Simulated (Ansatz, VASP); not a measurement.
Ba2NF: VASP beside Ansatz

```xyz
4
Lattice="2.0108 1.1609 6.1411 -2.0108 1.1609 6.1411 0.0000 -2.3219 6.1411" Properties=species:S:1:pos:R:3 pbc="T T T"
Ba    0.0000    0.0000   13.9582
Ba    0.0000    0.0000    4.4651
N     0.0000    0.0000    9.2116
F     0.0000    0.0000    0.0000
```

Change from the starting cell: strain +0.000 along x and y, -0.080 along z, atoms carried along.

Alike in both runs: task single point; functional LDA; k mesh 9 × 9 × 9; occupations gaussian, width 0.05 eV; no spin polarisation.

|  | VASP | Ansatz |
| --- | --- | --- |
| version | VASP 6.6.1 | Ansatz 0.2.0 |
| potentials or method | VASP PAW LDA potentials, release 64 (Ba_sv, N, F), cutoff 520 eV | scalar-relativistic, plane waves, PAW |
| valence electrons in the cell | 32 | 32 |

VASP gave:

```
gap on the k mesh at the Fermi level (eV)                     : 0.63
least direct gap on the mesh (eV)                             : 0.66
pressure (GPa)                                                : 1.6
traceless stress, the component that is largest in VASP (GPa) : 2.84
rms of the force components (eV/Å)                            : 0.293
```

Q: Which values does Ansatz return?

A: gap on the k mesh at the Fermi level (eV): 0.66; least direct gap on the mesh (eV): 0.69; pressure (GPa): -0.2; traceless stress, the component that is largest in VASP (GPa): 2.75; rms of the force components (eV/Å): 0.209.

LDA's correlation is that of Perdew and Zunger in VASP and of Perdew and Wang (1992) in Ansatz. Atom by atom the forces differ by 0.083 eV/Å (rms over components).

Neither program's run includes spin-orbit coupling.
